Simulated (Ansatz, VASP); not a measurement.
TaN in VASP and in Ansatz

```xyz
2
Lattice="0.0000 2.2081 2.2081 2.2081 0.0000 2.2081 2.2081 2.2081 0.0000" Properties=species:S:1:pos:R:3 pbc="T T T"
Ta    2.2081    2.2081    2.2081
N     0.0000    0.0000    0.0000
```

Alike in both runs: task single point; functional PBE; k mesh 18 × 18 × 18; occupations gaussian, width 0.15 eV; no spin polarisation.

```csv
,VASP,Ansatz
version,VASP 6.6.1,Ansatz 0.2.0
potentials or method,"VASP PAW PBE potentials, release 64 (Ta_sv_GW, N), cutoff 700 eV","scalar-relativistic, plane waves, PAW"
valence electrons in the cell,18,18
```

```tsv
	VASP	Ansatz	Ansatz less VASP
gap on the k mesh at the Fermi level (eV)	none	none	-
pressure (GPa)	0.1	0.0	-0.13
```

A gap of «none» marks a metal or a gap that the smearing closes. With one functional, cell and mesh, what is left measures potentials, basis and numerics.

Neither program's run includes spin-orbit coupling.
